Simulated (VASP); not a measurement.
A run of VASP 6.6.1 is set up as follows.

The input POSCAR:

```
Ru
1.0
    2.6692306523      0.0000000000      0.0000000000
   -1.3346153261      2.3116215535      0.0000000000
    0.0000000000      0.0000000000      4.2240293924
Ru
2
Direct
    0.6666666667      0.3333333333      0.7500000000
    0.3333333333      0.6666666667      0.2500000000
```

Contents of INCAR.step1:

```
PREC = Accurate
ENCUT = 520
EDIFF = 1E-5
ISMEAR = -1
SIGMA = 0.05
LREAL = F
LASPH = T
NELM = 60
ALGO = Normal
ISIF = 2
LWAVE = T
LCHARG = F
GGA = PE
NBANDS = 21
```

INCAR.step2

```
PREC = Accurate
ENCUT = 520
EDIFF = 1E-6
ISMEAR = -1
SIGMA = 0.05
LREAL = F
LASPH = T
NELM = 60
ALGO = Normal
ISIF = 2
LWAVE = F
LCHARG = F
GGA = PE
LHFCALC = T
HFSCREEN = 0.2079
PRECFOCK = Normal
ISTART = 1
NBANDS = 21
```

KPOINTS

```
Automatic mesh
0
Gamma
  6 6 3
```

Potentials or basis: VASP PAW PBE potentials, release 64 (Ru_pv).

The run is started by

```bash
$ cat potpaw_PBE.64/Ru_pv/POTCAR > POTCAR
$ cp INCAR.step1 INCAR
$ mpirun -np 1 vasp_std > vasp.out
$ cp INCAR.step2 INCAR
$ mpirun -np 1 vasp_std > vasp.out
```

(1) Predict the band gap on the k mesh.

(2) What does it give for the pressure?

Answers

(1) zero (band 14 reaches 15.30 eV, above the bottom of band 15 at 11.34 eV).

(2) 6.4 GPa.

Caveat: the k points lie up to 0.50 Å⁻¹ apart; the PAW data sets were made with another functional, which shifts forces and pressure a little.
